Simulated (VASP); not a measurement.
A run of VASP 6.6.1 is set up as follows.

File INCAR:

```
SYSTEM = NiO
PREC = Accurate ; ENCUT = 520
EDIFF = 1E-6 ; ISMEAR = -1
SIGMA = 0.05 ; LREAL = .False.
LASPH = .True. ; NELM = 150
ALGO = Normal ; ISIF = 2
LWAVE = .False. ; LCHARG = .False.
ISPIN = 2 ; MAGMOM = 1 0
LORBIT = 11 ; LMAXMIX = 4
GGA = PE ; NBANDS = 19
```

Contents of KPOINTS:

```
regular mesh
0
Gamma
  11 11 11
  0 0 0
```

The input POSCAR:

```
NiO
1.0
    0.0000000000      2.0486177450      2.0486177450
    2.0486177450      0.0000000000      2.0486177450
    2.0486177450      2.0486177450      0.0000000000
Ni O
1 1
Direct
    0.0000000000      0.0000000000      0.0000000000
    0.5000000000      0.5000000000      0.5000000000
```

Potentials or basis: VASP PAW PBE potentials, release 64 (Ni, O).

Command:

```sh
$ cat potpaw_PBE.64/Ni/POTCAR potpaw_PBE.64/O/POTCAR > POTCAR
$ mpirun -np 1 vasp_std > vasp.out
```

(1) What does it give for the pressure?

(2) Estimate the site moments.

(3) Estimate the net moment.

## Answers

(1) 16.4 GPa.

(2) Ni +1.24; O +0.21 μB.

(3) 1.48 μB per cell.

Caveat: the cell stands under pressure; a cell with one magnetic atom can't hold antiferromagnetic order, which such compounds often take.
